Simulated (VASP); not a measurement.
Wanted: the native input for a VASP 6.6.1 run.

* Task: single point
* Functional: PBEsol
* Potentials or basis: VASP PAW PBE potentials, release 64 (Zn, O)
* Cutoff: 520 eV
* k mesh: 9 × 9 × 5
* Occupations: fermi-dirac, width 0.05 eV
* Spin: no spin polarisation
* Dipole correction: no
* Further INCAR settings: ALGO = Normal; EDIFF = 1e-07; NBANDS = 26

The structure of ZnO lies in POSCAR:

```
ZnO
1.0
    3.1652561632      0.0000000000      0.0000000000
   -1.5826280816      2.7411922468      0.0000000000
    0.0000000000      0.0000000000      5.1101945519
Zn O
2 2
Direct
    0.6666666667      0.3333333333      0.0001010225
    0.3333333333      0.6666666667      0.5001010225
    0.3333333333      0.6666666667      0.8789089775
    0.6666666667      0.3333333333      0.3789089775
```

One way to write it, as run:

INCAR

```
ALGO = Normal
EDIFF = 1E-7
ENCUT = 520
GGA = PS
ISIF = 2
ISMEAR = -1
LASPH = True
LCHARG = False
LREAL = False
LWAVE = False
NBANDS = 26
NELM = 80
PREC = Accurate
SIGMA = 0.05
```

KPOINTS

```
k-points
0
Gamma
  9 9 5
```

Potentials or basis: VASP PAW PBE potentials, release 64 (Zn, O).

Launch:

```sh
$ cat potpaw_PBE.64/Zn/POTCAR potpaw_PBE.64/O/POTCAR > POTCAR
$ mpirun -np 1 vasp_std > vasp.out
```

Results of the run:

The pressure is 11.4 GPa. The band gap on the k mesh is 0.78 eV.

Caveat: the cell stands under pressure; the PAW data sets were made with another functional, which shifts forces and pressure a little.

Run time: 19 s on 1 thread of Intel(R) Xeon(R) 6975P-C (Granite Rapids), with other jobs on the host, peak memory 0.17 GiB.
